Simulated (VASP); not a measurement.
# H17ClO8 in VASP: further runs

H17ClO8 is run at these levels: PBE+D3(BJ); tasks: single point.

Program: VASP 6.6.1. These are calculated values, not measurements. Logs are shortened: lines on timing, memory, paths and dates and some standing lists are left out, and cuts for length are marked.

## Step 1: The cell of the first run

The cell holds a disordered packing, 26 atoms: a = 5.916 Å, b = 5.640 Å, c = 5.941 Å, α = 90.00°, β = 90.00°, γ = 90.00°.

## Step 2: Single point, PBE+D3(BJ)

File INCAR:

```
SYSTEM = H17ClO8
  PREC = Accurate
  ENCUT = 520
  EDIFF = 1E-6
  ISMEAR = -1
  SIGMA = 0.02
  LREAL = .FALSE.
  LASPH = .TRUE.
  NELM = 120
  ALGO = Normal
  ISIF = 2
  LWAVE = .FALSE.
  LCHARG = .FALSE.
  GGA = PE
  IVDW = 12
  NBANDS = 55
  GGA_COMPAT = .FALSE.
```

File KPOINTS:

```
regular mesh
0
G
  1 1 1
  0 0 0
```

File POSCAR:

```
H17ClO8
1.0
    5.9164560000      0.0000000000      0.0000000000
    0.0000000000      5.6400690000      0.0000000000
    0.0000000000      0.0000000000      5.9409590000
O H Cl
8 17 1
Direct
    0.2145203142      0.9095456102      0.4363773593
    0.7788615347      0.0024822391      0.6425561934
    0.5553324490      0.7249734001      0.8857829182
    0.7148536218      0.4267500983      0.1924605102
    0.5950521731     -0.0396803656      0.2514240546
    0.4502695533      0.5681668079      0.5057769293
    0.1269509990      0.3462014383      0.2986723187
   -0.0866735086      0.4093035032      0.7145984344
    0.1537913913      1.0837101461      0.4022919532
    0.3797036604      0.9080739970      0.3579388446
    0.7354402703     -0.0310102589      0.4743173619
    0.7552156223      0.1793240473      0.6626371264
    0.4017438818      0.7628452772      0.9160473923
    0.6489695858      0.8540321049      0.7620991830
    0.6666997946      0.5210574551      0.0668073959
    0.8772312344      0.4338244798      0.2320669104
    0.5727415196     -0.1471435899      0.1091742932
    0.6242926509      0.1225339619      0.1938575910
    0.5684484090      0.5327062488      0.3993631331
    0.4912062221      0.5143376792      0.6591360082
    0.2520258749      0.4115552487      0.3964848099
    0.1994944271      0.2950141213      0.1658991419
   -0.0579400912      0.5623867368      0.6373213483
    0.0495228901      0.3750131426      0.7873812965
    0.2357154351     -0.0704778612      0.5982030847
    0.3357753358      0.1902990903      0.8877859618
```

Potentials or basis: VASP PAW PBE potentials, release 64 (O, H, Cl).

Launch:

```bash
$ cat potpaw_PBE.64/O/POTCAR potpaw_PBE.64/H/POTCAR potpaw_PBE.64/Cl/POTCAR > POTCAR
$ mpirun -np 1 vasp_gam > vasp.out
```

OUTCAR:

```text
SYSTEM = H17ClO8
   PREC = Accurate
   ENCUT = 520
   EDIFF = 1E-6
   ISMEAR = -1
   LREAL = .FALSE.
   LASPH = .TRUE.
   NELM = 120
   ISIF = 2
   GGA = PE
   IVDW = 12
 IVDW          = 12

 ion  position               nearest neighbor table
   1  0.215  0.910  0.436-  25 0.98   9 1.07  10 1.08
   2  0.779  0.002  0.643-  12 1.01  11 1.05  14 1.34
   3  0.555  0.725  0.886-  13 0.95  14 1.17
   4  0.715  0.427  0.192-  15 0.96  16 0.99
   5  0.595  0.960  0.251-  18 0.99  17 1.05
   6  0.450  0.568  0.506-  19 0.96  20 0.99
   7  0.127  0.346  0.299-  22 0.94  21 1.01
   8  0.913  0.409  0.715-  24 0.93  23 0.99
   9  0.154  0.084  0.402-   1 1.07
  10  0.380  0.908  0.358-   1 1.08
  11  0.735  0.969  0.474-   2 1.05
  12  0.755  0.179  0.663-   2 1.01
  13  0.402  0.763  0.916-   3 0.95
  14  0.649  0.854  0.762-   3 1.17   2 1.34
  15  0.667  0.521  0.067-   4 0.96
  16  0.877  0.434  0.232-   4 0.99
  17  0.573  0.853  0.109-   5 1.05
  18  0.624  0.123  0.194-   5 0.99
  19  0.568  0.533  0.399-   6 0.96
  20  0.491  0.514  0.659-   6 0.99
  21  0.252  0.412  0.396-   7 1.01
  22  0.199  0.295  0.166-   7 0.94
  23  0.942  0.562  0.637-   8 0.99
  24  0.050  0.375  0.787-   8 0.93
  25  0.236  0.930  0.598-   1 0.98
  26  0.336  0.190  0.888-

  LATTYP: Found a simple orthorhombic cell.
 ALAT       =     5.6400690000
 B/A-ratio  =     1.0490041877
 C/A-ratio  =     1.0533486381

  Lattice vectors:

 A1 = (   0.0000000000,  -5.6400690000,   0.0000000000)
 A2 = (   5.9164560000,   0.0000000000,   0.0000000000)
 A3 = (   0.0000000000,   0.0000000000,   5.9409590000)

Analysis of symmetry for initial positions (statically):
=====================================================================
 Subroutine PRICEL returns:
 Original cell was already a primitive cell.

 Routine SETGRP: Setting up the symmetry group for a
 simple orthorhombic supercell.

 Subroutine GETGRP returns: Found  1 space group operations
 (whereof  1 operations were pure point group operations)
 out of a pool of  8 trial point group operations.

The static configuration has the point symmetry C_1 .

Analysis of symmetry for dynamics (positions and initial velocities):
=====================================================================
 Subroutine PRICEL returns:
 Original cell was already a primitive cell.

 Routine SETGRP: Setting up the symmetry group for a
 simple orthorhombic supercell.

 Subroutine GETGRP returns: Found  1 space group operations
 (whereof  1 operations were pure point group operations)
 out of a pool of  8 trial point group operations.

The dynamic configuration has the point symmetry C_1 .

 Subroutine INISYM returns: Found  1 space group operations
 (whereof  1 operations are pure point group operations),
 and found     1 'primitive' translations

----------------------------------------------------------------------------------------

                                     Primitive cell

  volume of cell :     198.2452

  direct lattice vectors                    reciprocal lattice vectors
     5.916456000  0.000000000  0.000000000     0.169020103  0.000000000  0.000000000
     0.000000000  5.640069000  0.000000000     0.000000000  0.177302795  0.000000000
     0.000000000  0.000000000  5.940959000     0.000000000  0.000000000  0.168322993

  length of vectors
     5.916456000  5.640069000  5.940959000     0.169020103  0.177302795  0.168322993

  position of ions in fractional coordinates (direct lattice)
     0.214520314  0.909545610  0.436377359
     0.778861535  0.002482239  0.642556193
     0.555332449  0.724973400  0.885782918
     0.714853622  0.426750098  0.192460510
     0.595052173  0.960319634  0.251424055
     0.450269553  0.568166808  0.505776929
[... 18 lines left out ...]
     0.235715435  0.929522139  0.598203085
     0.335775336  0.190299090  0.887785962

  ion indices of the primitive-cell ions
   primitive index   ion index
                 1           1
                 2           2
                 3           3
                 4           4
                 5           5
                 6           6
[... 18 lines left out ...]
                25          25
                26          26

----------------------------------------------------------------------------------------

 KPOINTS: regular mesh

Automatic generation of k-mesh.
 Grid dimensions read from file:
 generate k-points for:    1    1    1

 Generating k-lattice:

  Cartesian coordinates                     Fractional coordinates (reciprocal lattice)
     0.169020103  0.000000000  0.000000000     1.000000000  0.000000000  0.000000000
     0.000000000  0.177302795  0.000000000     0.000000000  1.000000000  0.000000000
     0.000000000  0.000000000  0.168322993     0.000000000  0.000000000  1.000000000

  Length of vectors
     0.169020103  0.177302795  0.168322993

  Shift w.r.t. Gamma in fractional coordinates (k-lattice)
     0.000000000  0.000000000  0.000000000

 Subroutine IBZKPT returns following result:
 ===========================================

 Found      1 irreducible k-points:

 Following reciprocal coordinates:
            Coordinates               Weight
  0.000000  0.000000  0.000000      1.000000
   k-points           NKPTS =      1   k-points in BZ     NKDIM =      1   number of bands    NBANDS=     55
   number of dos      NEDOS =    301   number of ions     NIONS =     26
   total plane-waves  NPLWV =  96768
   dimension x,y,z NGX =    48 NGY =   42 NGZ =   48
   dimension x,y,z NGXF=    96 NGYF=   84 NGZF=   96
   ions per type =               8  17   1
   NGX,Y,Z   is equivalent  to a cutoff of  13.49, 12.38, 13.43 a.u.
   NGXF,Y,Z  is equivalent  to a cutoff of  26.97, 24.76, 26.86 a.u.
 SYSTEM =  H17ClO8
   PREC   = accura    normal or accurate (medium, high low for compatibility)
   ISTART =      0    job   : 0-new  1-cont  2-samecut
   ICHARG =      2    charge: 1-file 2-atom 10-const
   ISPIN  =      1    spin polarized calculation?
   LNONCOLLINEAR =      F non collinear calculations
   LSORBIT =      F    spin-orbit coupling
   LASPH  =      T    aspherical Exc in radial PAW
   ENCUT  =  520.0 eV  38.22 Ry    6.18 a.u.  11.00 10.49 11.05*2*pi/ulx,y,z
   NELM   =    120;   NELMIN=  2; NELMDL= -5     # of ELM steps
   EDIFF  = 0.1E-05   stopping-criterion for ELM
   LREAL  =      F    real-space projection
   EDIFFG = 0.1E-04   stopping-criterion for IOM
   NSW    =      0    number of steps for IOM
   IBRION =     -1    ionic relax: 0-MD 1-quasi-New 2-CG
   NFREE  =      0    steps in history (QN), initial steepest desc. (CG)
   ISIF   =      2    stress and relaxation
   ISYM   =      2    0-nonsym 1-usesym 2-fastsym
   POTIM  = 0.5000    time-step for ionic-motion
   TEBEG  =    0.0;   TEEND  =   0.0 temperature during run
   PSTRESS=    0.0 pullay stress
   NELECT =      72.0000    total number of electrons
   NUPDOWN=      -1.0000    fix difference up-down
   EMIN   =  10.00;   EMAX   =-10.00  energy-range for DOS
   EFERMI =   0.00;   METHOD = LEGACY
   ISMEAR =    -1;   SIGMA  =   0.02  broadening in eV -4-tet -1-fermi 0-gaus
   EFERMI_NEDOS =   21; number of points for ismear=-14 and -15
   IALGO  =     38    algorithm
   IMIX   =      4    mixing-type and parameters
     AMIX     =   0.40;   BMIX     =  1.00
     AMIX_MAG =   1.60;   BMIX_MAG =  1.00
  volume/ion in A,a.u.               =       7.62        51.45
  Fermi-wavevector in a.u.,A,eV,Ry     =   1.168023  2.207244 18.562131  1.364278
  Thomas-Fermi vector in A             =   2.304515
   LORBIT       =      0    0 simple, 1 ext, 2 COOP (PROOUT), +10 PAW based schemes
   GGA     = PE    functional components
   LHFCALC =     F    Hartree Fock is set to
   AEXX    =    0.0000 exact exchange contribution
   IVDW    =    12    specifies the selected vdW correction
   LEPSILON=     F    determine dielectric tensor
   LRPA    =     F    only Hartree local field effects (RPA)
 non-spin polarized calculation
  energy-cutoff  :      520.00
  volume of cell :      198.25
 maximum number of plane-waves:      2673
 NGX is ok and might be reduce to    48
   NGX = 23   NGY = 21   NGZ = 23

 number of electron      72.0000001 magnetization

 Free energy of the ion-electron system (eV)
  ---------------------------------------------------
  ext. energy  EPLUGINS =         0.00000000
  ---------------------------------------------------
  free energy    TOTEN  =      -121.48924262 eV

  energy without entropy =     -121.48924262  energy(sigma->0) =     -121.48924262

 E-fermi :  -0.6711     XC(G=0):  -8.2668

 val. band max:       -1.2298434840   @ k =   0.0000   0.0000   0.0000
 cond. band min:       3.3359858034   @ k =   0.0000   0.0000   0.0000
 fundamental gap:      4.5658292874
 Fermi energy:        -0.6710643227

 k-point     1 :       0.0000    0.0000    0.0000
  band No.  band energies     occupation
      1     -22.5115      2.00000
      2     -21.1417      2.00000
      3     -20.8271      2.00000
      4     -20.5629      2.00000
      5     -20.1368      2.00000
      6     -19.9556      2.00000
[... 40 lines left out ...]
     47       9.5092      0.00000
     48       9.8721      0.00000
 [bands above 48 left out]

------------------------ aborting loop because EDIFF is reached ----------------------------------------

 Edisp (eV)   -1.42708

 E8    (eV) :    -0.3183

  FORCE on cell =-STRESS in cart. coord.  units (eV):
  Direction    XX          YY          ZZ          XY          YZ          ZX
  --------------------------------------------------------------------------------------
  -------------------------------------------------------------------------------------
  Total       9.93876     3.87543     9.07584    -4.90980     1.52690     1.21151
  in kB      80.32301    31.32047    73.34910   -39.68003    12.34009     9.79121
  external pressure =       61.66 kB  Pullay stress =        0.00 kB

 VOLUME and BASIS-vectors are now :
 -----------------------------------------------------------------------------
  energy-cutoff  :      520.00
  volume of cell :      198.25
      direct lattice vectors                 reciprocal lattice vectors
     5.916456000  0.000000000  0.000000000     0.169020103  0.000000000  0.000000000
     0.000000000  5.640069000  0.000000000     0.000000000  0.177302795  0.000000000
     0.000000000  0.000000000  5.940959000     0.000000000  0.000000000  0.168322993

 POSITION                                       TOTAL-FORCE (eV/Angst)
 -----------------------------------------------------------------------------------
      1.26920      5.12990      2.59250        -0.683645      1.810356     -0.737148
      4.60810      0.01400      3.81740        -0.959587     -0.628139     -1.286300
      3.28560      4.08890      5.26240         2.047415     -0.048044      0.393847
      4.22940      2.40690      1.14340        -0.026534     -1.166580      1.254801
      3.52060      5.41627      1.49370        -0.384735     -0.562967     -0.178838
      2.66400      3.20450      3.00480        -1.287056     -0.493802      1.030453
[... 18 lines left out ...]
      1.39460      5.24257      3.55390         0.363073     -0.141235      0.850120
      1.98660      1.07330      5.27430        -0.465376     -0.096275     -0.493243
 -----------------------------------------------------------------------------------
    total drift:                               -0.000577      0.000683     -0.000122

  FREE ENERGIE OF THE ION-ELECTRON SYSTEM (eV)
  ---------------------------------------------------
  free  energy   TOTEN  =      -122.9163248416 eV

  energy  without entropy=     -122.9163248416  energy(sigma->0) =     -122.91632484
```

It took 18 s on 1 thread of AMD EPYC 7R13 (Zen 3), shared host; peak memory 0.25 GiB.

Results:

```
Free energy                : -122.9163 eV
Pressure                   : 6.2 GPa
Largest force              : 3.649 eV/Å
Dispersion energy per atom : -0.055 eV
```

Forces in eV/Å, atoms in the order of the input:
```
O   -0.684  1.810 -0.737
O   -0.960 -0.628 -1.286
O    2.047 -0.048  0.394
O   -0.027 -1.167  1.255
O   -0.385 -0.563 -0.179
O   -1.287 -0.494  1.030
O   -0.941 -0.161  2.525
O   -1.926  2.674 -1.567
H   -0.030 -0.613 -0.439
H   -0.140  0.411  0.408
H    0.183  0.197  1.322
H    0.546 -1.005  0.177
H   -1.344  0.564 -0.554
H   -0.570  0.092  0.820
H    0.191  0.619 -1.298
H    0.124  0.079 -0.396
H    0.972  0.574  0.210
H   -0.169  0.291 -0.025
H    1.271 -0.762 -0.875
H    0.075  0.181 -0.449
H    0.050  0.702  0.072
H    1.086 -0.584 -2.432
H   -0.295 -0.936  0.476
H    2.315 -0.995  1.193
H    0.363 -0.141  0.850
Cl  -0.465 -0.096 -0.493
```

Caveat: the k points lie up to 1.11 Å⁻¹ apart, too coarse for converged energies, forces and pressures; the atoms stand as in a frame of molecular dynamics.

(Continued in part 2 of 2.)
